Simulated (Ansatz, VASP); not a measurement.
## ScPt: VASP beside Ansatz

The input INCAR:

```
  PREC = Accurate
  ENCUT = 520
  EDIFF = 1E-6
  ISMEAR = -1
  SIGMA = 0.08
  LREAL = False
  LASPH = True
  NELM = 150
  ALGO = Normal
  ISIF = 2
  LWAVE = False
  LCHARG = True
  MAGMOM = 0 0 0 0 0 0
  LORBIT = 11
  LSORBIT = True
  GGA_COMPAT = False
  LORBMOM = True
  LMAXMIX = 4
  LVHAR = True
  NBANDS = 33
```

The input KPOINTS:

```
Automatic mesh
0
Gamma
  12 12 12
```

File POSCAR:

```
ScPt
1.0
    3.2299879125      0.0000000000      0.0000000000
    0.0000000000      3.2299879125      0.0000000000
    0.0000000000      0.0000000000      3.2299879125
Sc Pt
1 1
Direct
    0.5000000000      0.5000000000      0.5000000000
    0.0000000000      0.0000000000      0.0000000000
```

Input for Ansatz:

```yaml
crystal:
  lattice:
    - [3.22998791248, 0.0, 0.0]
    - [0.0, 3.22998791248, 0.0]
    - [0.0, 0.0, 3.22998791248]
  atoms:
    - { symbol: Sc, position: [0.5, 0.5, 0.5] }
    - { symbol: Pt, position: [0.0, 0.0, 0.0] }
kpoints:
  mp_grid: { grid: [12, 12, 12] }
scf:
  occupations: { method: fermi_dirac, width: 0.08 }
hamiltonian:
  xc: lda
  pseudopotentials: { kind: paw_fr }
magnetization:
  noncollinear: true
  spin_orbit: true
output:
  forces: true
  stress: true
  eigenvalues: true
  eigenstates:
    nscf_kmesh: { grid: [14, 14, 14] }
    de_dk: true
    e_range: [-14, 14]
checkpoint:
  write: ck
  write_wavefunctions: false
```

Alike in both runs: task single point; functional LDA; k mesh 12 × 12 × 12; occupations fermi-dirac, width 0.08 eV; non-collinear spin, spin-orbit coupling.

|  | VASP | Ansatz |
| --- | --- | --- |
| version | VASP 6.6.1 | Ansatz 0.2.0 |
| potentials or method | VASP PAW LDA potentials, release 64 (Sc_sv, Pt) | PAW with Ansatz's default frozen-core files, fully relativistic files with spin-orbit coupling |
| plane-wave cutoff (eV) | 520 | 420 |
| valence electrons in the cell | 21 | 29 |

```csv
,VASP,Ansatz,Ansatz less VASP
pressure (GPa),0.5,-0.3,-0.82
```

LDA's correlation is that of Perdew and Zunger in VASP and of Perdew and Wang (1992) in Ansatz. VASP's potentials hold 21 valence electrons a cell and Ansatz's 29, so a difference there can come from the potentials and not from the codes.
